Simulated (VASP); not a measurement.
# Sr2I (P-3m1) in VASP: relaxation of cell and atoms with PBE

Aim: the relaxation of cell and atoms of Sr2I with PBE.

All numbers are computed with VASP 6.6.1; they aren't measurements. Logs are shortened: lines on timing, memory, paths and dates and some standing lists are left out, and cuts for length are marked.

## Step 1: The cell of the first run

It takes space group P-3m1 (No. 164, trigonal). The conventional cell has a = 4.335 Å, b = 4.335 Å, c = 8.447 Å, α = 90.00°, β = 90.00°, γ = 120.00°. Sr (site symmetry 3m) has 3 I at 3.57 Å and 9 Sr at 4.19 to 4.33 Å within 4.7 Å. Within 4.7 Å of I (site symmetry -3m) lie 6 Sr at 3.57 Å and 6 I at 4.33 Å.

## Step 2: Relaxation of cell and atoms, PBE

Contents of INCAR:

```
ALGO     = Normal         # electronic algorithm
EDIFF    = 1E-6           # SCF threshold, eV
EDIFFG   = -0.01          # ionic threshold
ENCUT    = 600            # plane-wave cutoff, eV
GGA      = PE             # functional
IBRION   = 2              # ionic algorithm
ISIF     = 3              # what is computed and relaxed
ISMEAR   = 0              # smearing method
LASPH    = True           # aspherical terms in the spheres
LCHARG   = False          # write CHGCAR
LREAL    = False          # projectors in reciprocal space
LWAVE    = False          # write WAVECAR
NELM     = 100            # most SCF steps
NSW      = 100            # ionic steps
PREC     = Accurate       # precision mode
SIGMA    = 0.1            # smearing width, eV
```

Contents of KPOINTS:

```
k-points
0
Gamma
  12 12 6
```

Contents of POSCAR:

```
Sr2I
1.0
    4.3349793000      0.0000000000      0.0000000000
   -2.1674897000      3.7542022000      0.0000000000
    0.0000000000      0.0000000000      8.4472373000
Sr I
2 1
Direct
    0.3333333000      0.6666667000      0.8013650000
    0.6666667000      0.3333333000      0.1986350000
    0.0000000000      0.0000000000      0.5000000000
```

Potentials or basis: VASP PAW PBE potentials, release 64 (Sr_sv, I).

Command:

```sh
$ cat potpaw_PBE.64/Sr_sv/POTCAR potpaw_PBE.64/I/POTCAR > POTCAR
$ mpirun -np 1 vasp_std > vasp.out
```

OUTCAR:

```text
EDIFF = 1E-6
   EDIFFG = -0.01
   ENCUT = 600
   GGA = PE
   IBRION = 2
   ISIF = 3
   ISMEAR = 0
   LASPH = True
   LREAL = False
   NELM = 100
   NSW = 100
   PREC = Accurate

 ion  position               nearest neighbor table
   1  0.333  0.667  0.801-   3 3.57   3 3.57   3 3.57   2 4.19   2 4.19   2 4.19
   2  0.667  0.333  0.199-   3 3.57   3 3.57   3 3.57   1 4.19   1 4.19   1 4.19
   3  0.000  0.000  0.500-   1 3.57   2 3.57   2 3.57   1 3.57   2 3.57   1 3.57

  LATTYP: Found a hexagonal cell.
 ALAT       =     4.3349793000
 C/A-ratio  =     1.9486222922

  Lattice vectors:

 A1 = (   4.3349793000,   0.0000000000,   0.0000000000)
 A2 = (  -2.1674897000,   3.7542022000,   0.0000000000)
 A3 = (   0.0000000000,   0.0000000000,   8.4472373000)

Analysis of symmetry for initial positions (statically):
=====================================================================
 Subroutine PRICEL returns:
 Original cell was already a primitive cell.

 Routine SETGRP: Setting up the symmetry group for a
 hexagonal supercell.

 Subroutine GETGRP returns: Found 12 space group operations
 (whereof 12 operations were pure point group operations)
 out of a pool of 24 trial point group operations.

The static configuration has the point symmetry D_3d.

Analysis of symmetry for dynamics (positions and initial velocities):
=====================================================================
 Subroutine PRICEL returns:
 Original cell was already a primitive cell.

 Routine SETGRP: Setting up the symmetry group for a
 hexagonal supercell.

 Subroutine GETGRP returns: Found 12 space group operations
 (whereof 12 operations were pure point group operations)
 out of a pool of 24 trial point group operations.

The dynamic configuration has the point symmetry D_3d.

 Subroutine INISYM returns: Found 12 space group operations
 (whereof 12 operations are pure point group operations),
 and found     1 'primitive' translations

----------------------------------------------------------------------------------------

                                     Primitive cell

  volume of cell :     137.4736

  direct lattice vectors                    reciprocal lattice vectors
     4.334979300  0.000000000  0.000000000     0.230681609  0.133184092  0.000000000
    -2.167489700  3.754202200  0.000000000     0.000000000  0.266368178  0.000000000
     0.000000000  0.000000000  8.447237300     0.000000000  0.000000000  0.118381900

  length of vectors
     4.334979300  4.334979326  8.447237300     0.266368180  0.266368178  0.118381900

  position of ions in fractional coordinates (direct lattice)
     0.333333300  0.666666700  0.801365000
     0.666666700  0.333333300  0.198635000
     0.000000000  0.000000000  0.500000000

  ion indices of the primitive-cell ions
   primitive index   ion index
                 1           1
                 2           2
                 3           3

----------------------------------------------------------------------------------------

 KPOINTS: k-points

Automatic generation of k-mesh.
 Grid dimensions read from file:
 generate k-points for:   12   12    6

 Generating k-lattice:

  Cartesian coordinates                     Fractional coordinates (reciprocal lattice)
     0.019223467  0.011098674  0.000000000     0.083333333  0.000000000  0.000000000
     0.000000000  0.022197348  0.000000000     0.000000000  0.083333333  0.000000000
     0.000000000  0.000000000  0.019730317     0.000000000  0.000000000  0.166666667

  Length of vectors
     0.022197348  0.022197348  0.019730317

  Shift w.r.t. Gamma in fractional coordinates (k-lattice)
     0.000000000  0.000000000  0.000000000

 Subroutine IBZKPT returns following result:
 ===========================================

 Found    100 irreducible k-points:

 Following reciprocal coordinates:
            Coordinates               Weight
  0.000000  0.000000  0.000000      1.000000
  0.083333  0.000000  0.000000      6.000000
  0.166667 -0.000000  0.000000      6.000000
  0.250000 -0.000000  0.000000      6.000000
  0.333333 -0.000000  0.000000      6.000000
  0.416667 -0.000000  0.000000      6.000000
[... 16 lines left out ...]
  0.166667 -0.000000  0.166667      6.000000
  0.000000  0.166667  0.166667      6.000000
 [... further k-points ...]
   k-points           NKPTS =    100   k-points in BZ     NKDIM =    100   number of bands    NBANDS=     17
   number of dos      NEDOS =    301   number of ions     NIONS =      3
   total plane-waves  NPLWV =  90720
   dimension x,y,z NGX =    36 NGY =   36 NGZ =   70
   dimension x,y,z NGXF=    72 NGYF=   72 NGZF=  140
   ions per type =               2   1
   NGX,Y,Z   is equivalent  to a cutoff of  13.81, 13.81, 13.78 a.u.
   NGXF,Y,Z  is equivalent  to a cutoff of  27.61, 27.61, 27.55 a.u.
 SYSTEM =  unknown system
   PREC   = accura    normal or accurate (medium, high low for compatibility)
   ISTART =      0    job   : 0-new  1-cont  2-samecut
   ICHARG =      2    charge: 1-file 2-atom 10-const
   ISPIN  =      1    spin polarized calculation?
   LNONCOLLINEAR =      F non collinear calculations
   LSORBIT =      F    spin-orbit coupling
   LASPH  =      T    aspherical Exc in radial PAW
   ENCUT  =  600.0 eV  44.10 Ry    6.64 a.u.   8.66  8.66 16.87*2*pi/ulx,y,z
   NELM   =    100;   NELMIN=  2; NELMDL= -5     # of ELM steps
   EDIFF  = 0.1E-05   stopping-criterion for ELM
   LREAL  =      F    real-space projection
   EDIFFG = -.1E-01   stopping-criterion for IOM
   NSW    =    100    number of steps for IOM
   IBRION =      2    ionic relax: 0-MD 1-quasi-New 2-CG
   NFREE  =      1    steps in history (QN), initial steepest desc. (CG)
   ISIF   =      3    stress and relaxation
   ISYM   =      2    0-nonsym 1-usesym 2-fastsym
   POTIM  = 0.5000    time-step for ionic-motion
   TEBEG  =    0.0;   TEEND  =   0.0 temperature during run
   PSTRESS=    0.0 pullay stress
   NELECT =      27.0000    total number of electrons
   NUPDOWN=      -1.0000    fix difference up-down
   EMIN   =  10.00;   EMAX   =-10.00  energy-range for DOS
   EFERMI =   0.00;   METHOD = LEGACY
   ISMEAR =     0;   SIGMA  =   0.10  broadening in eV -4-tet -1-fermi 0-gaus
   EFERMI_NEDOS =   21; number of points for ismear=-14 and -15
   IALGO  =     38    algorithm
   IMIX   =      4    mixing-type and parameters
     AMIX     =   0.40;   BMIX     =  1.00
     AMIX_MAG =   1.60;   BMIX_MAG =  1.00
  volume/ion in A,a.u.               =      45.82       309.24
  Fermi-wavevector in a.u.,A,eV,Ry     =   0.951604  1.798271 12.320760  0.905550
  Thomas-Fermi vector in A             =   2.080090
   LORBIT       =      0    0 simple, 1 ext, 2 COOP (PROOUT), +10 PAW based schemes
   GGA     = PE    functional components
   LHFCALC =     F    Hartree Fock is set to
   AEXX    =    0.0000 exact exchange contribution
   IVDW    =     0    specifies the selected vdW correction
   LEPSILON=     F    determine dielectric tensor
   LRPA    =     F    only Hartree local field effects (RPA)
 conjugate gradient relaxation of ions
 non-spin polarized calculation
 Gauss-broadening in eV      SIGMA  =   0.10
  energy-cutoff  :      600.00
  volume of cell :      137.47
 maximum number of plane-waves:      4614
 NGX is ok and might be reduce to    36
   NGX = 17   NGY = 17   NGZ = 33

 number of electron      27.0000000 magnetization

 Free energy of the ion-electron system (eV)
  ---------------------------------------------------
  ext. energy  EPLUGINS =         0.00000000
  ---------------------------------------------------
  free energy    TOTEN  =        -7.15102886 eV

  energy without entropy =       -7.13410419  energy(sigma->0) =       -7.14256652

 E-fermi :   3.3196     XC(G=0):  -7.8544

 val. band max:        3.3129036088   @ k =   0.3333   0.3333   0.0000
 cond. band min:       3.3208366206   @ k =   0.3333  -0.0000   0.0000
 fundamental gap:      0.0079330118
 Fermi energy:         3.3196296779

 k-point     1 :       0.0000    0.0000    0.0000
  band No.  band energies     occupation
      1     -33.4771      2.00000
      2     -33.4683      2.00000
      3     -15.5618      2.00000
      4     -15.4267      2.00000
      5     -15.3981      2.00000
      6     -15.3981      2.00000
[... 9 lines left out ...]
     16       5.0843      0.00000
     17       5.3516      0.00000

 k-point     2 :       0.0833    0.0000    0.0000
  band No.  band energies     occupation
      1     -33.4764      2.00000
      2     -33.4679      2.00000
      3     -15.5576      2.00000
      4     -15.4308      2.00000
      5     -15.4034      2.00000
      6     -15.4008      2.00000
[... 9 lines left out ...]
     16       5.0781      0.00000
     17       5.3153      0.00000

 k-point     3 :       0.1667   -0.0000    0.0000
  band No.  band energies     occupation
      1     -33.4747      2.00000
      2     -33.4669      2.00000
      3     -15.5460      2.00000
      4     -15.4476      2.00000
      5     -15.4183      2.00000
      6     -15.4098      2.00000
[... 9 lines left out ...]
     16       4.8648      0.00000
     17       5.2112      0.00000

 k-point     4 :       0.2500   -0.0000    0.0000
  band No.  band energies     occupation
      1     -33.4722      2.00000
      2     -33.4656      2.00000
      3     -15.5303      2.00000
      4     -15.4777      2.00000
      5     -15.4498      2.00000
      6     -15.4174      2.00000
[... 9 lines left out ...]
     16       4.8239      0.00000
     17       5.1258      0.00000

 k-point     5 :       0.3333   -0.0000    0.0000
  band No.  band energies     occupation
      1     -33.4695      2.00000
      2     -33.4645      2.00000
      3     -15.5197      2.00000
      4     -15.5105      2.00000
      5     -15.4728      2.00000
      6     -15.4266      2.00000
[... 9 lines left out ...]
     16       4.7894      0.00000
     17       5.0848      0.00000

 k-point     6 :       0.4167   -0.0000    0.0000
  band No.  band energies     occupation
      1     -33.4674      2.00000
      2     -33.4638      2.00000
      3     -15.5354      2.00000
      4     -15.5258      2.00000
      5     -15.4708      2.00000
      6     -15.4335      2.00000
[... 9 lines left out ...]
     16       4.7601      0.00000
     17       5.0785      0.00000
[... 281 lines left out ...]
 k-point    21 :       0.0833    0.0000    0.1667
  band No.  band energies     occupation
      1     -33.4764      2.00000
      2     -33.4680      2.00000
      3     -15.5523      2.00000
      4     -15.4363      2.00000
      5     -15.4036      2.00000
      6     -15.4009      2.00000
[... 9 lines left out ...]
     16       5.0002      0.00000
     17       5.3239      0.00000

 k-point    22 :       0.0000    0.0833    0.1667
  band No.  band energies     occupation
      1     -33.4764      2.00000
      2     -33.4680      2.00000
      3     -15.5524      2.00000
      4     -15.4365      2.00000
      5     -15.4036      2.00000
      6     -15.4006      2.00000
[... 9 lines left out ...]
     16       5.0318      0.00000
     17       5.2978      0.00000

 k-point    23 :       0.1667   -0.0000    0.1667
  band No.  band energies     occupation
      1     -33.4746      2.00000
      2     -33.4670      2.00000
      3     -15.5412      2.00000
      4     -15.4508      2.00000
      5     -15.4208      2.00000
      6     -15.4093      2.00000
[... 9 lines left out ...]
     16       4.9625      0.00000
     17       5.2941      0.00000

 k-point    24 :       0.0000    0.1667    0.1667
  band No.  band energies     occupation
      1     -33.4746      2.00000
      2     -33.4670      2.00000
      3     -15.5421      2.00000
      4     -15.4527      2.00000
      5     -15.4153      2.00000
      6     -15.4118      2.00000
[... 9 lines left out ...]
     16       4.8454      0.00000
     17       5.2918      0.00000

 [... further k-points ...]

------------------------ aborting loop because EDIFF is reached ----------------------------------------

  FORCE on cell =-STRESS in cart. coord.  units (eV):
  Direction    XX          YY          ZZ          XY          YZ          ZX
  --------------------------------------------------------------------------------------
  -------------------------------------------------------------------------------------
  Total        0.0198974      0.0198974      0.0277698     -0.0000000      0.0000000     -0.0000000
  in kB        0.2318924      0.2318924      0.3236410     -0.0000000      0.0000000     -0.0000000
  external PRESSURE =       0.2624752 kB  Pullay stress =       0.0000000 kB

 VOLUME and BASIS-vectors are now :
 -----------------------------------------------------------------------------
  energy-cutoff  :      600.00
  volume of cell :      137.47
      direct lattice vectors                 reciprocal lattice vectors
     4.334979300  0.000000000  0.000000000     0.230681609  0.133184092  0.000000000
    -2.167489700  3.754202200  0.000000000     0.000000000  0.266368178  0.000000000
     0.000000000  0.000000000  8.447237300     0.000000000  0.000000000  0.118381900

 POSITION                                       TOTAL-FORCE (eV/Angst)
 -----------------------------------------------------------------------------------
     -0.00000      2.50280      6.76932         0.000000     -0.000000      0.003797
      2.16749      1.25140      1.67792        -0.000000      0.000000     -0.003797
      0.00000      0.00000      4.22362         0.000000      0.000000      0.000000
 -----------------------------------------------------------------------------------
    total drift:                                0.000000      0.000000     -0.000000

  FREE ENERGIE OF THE ION-ELECTRON SYSTEM (eV)
  ---------------------------------------------------
  free  energy   TOTEN  =        -7.1510288632 eV

  energy  without entropy=       -7.1341041857  energy(sigma->0) =       -7.14256652

 reached required accuracy - stopping structural energy minimisation
```

Wall time 1.9 min (1 thread of Intel Xeon 6975P-C (Granite Rapids), shared host); peak memory 0.49 GiB.

What came out:

```
Free energy                  : -7.1510 eV
Pressure after relaxing      : 0.0 GPa
Largest force after relaxing : 0.004 eV/Å
Band gap on the k mesh       : zero (an odd number of electrons rules out a gap without spin polarisation)
```

Forces on the atoms (eV/Å):
```
Sr   0.000  0.000  0.004
Sr   0.000  0.000 -0.004
I    0.000  0.000  0.000
```

Final structure:
```
Sr I
1.0
     4.33498    0.00000    0.00000
    -2.16749    3.75420    0.00000
     0.00000    0.00000    8.44724
Sr I
2 1
Cartesian
  0.0000 2.5028 6.7693
  2.1675 1.2514 1.6779
  0.0000 0.0000 4.2236
```

Levels at points of the mesh, in eV from the Fermi level:
| k point | band 10 | band 11 | band 12 | band 13 | band 14 | band 15 | band 16 | band 17 |
| --- | --- | --- | --- | --- | --- | --- | --- | --- |
| (0.00, 0.00, 0.00) | -5.36 | -3.53 | -3.53 | -2.83 | -0.14 | 1.32 | 1.76 | 2.03 |
| (0.50, 0.00, 0.00) | -5.60 | -4.83 | -4.02 | -0.57 | -0.23 | 0.10 | 1.43 | 1.76 |
| (0.00, 0.00, 0.50) | -5.49 | -3.53 | -3.53 | -1.93 | -1.31 | 1.37 | 1.93 | 1.95 |
| (0.50, 0.00, 0.50) | -5.60 | -4.82 | -4.01 | -0.78 | -0.18 | 0.48 | 0.89 | 1.49 |

Caveat: the relaxation stopped at its first step, so nothing moved; spin-orbit coupling is left out, which moves the levels of the heavy elements.
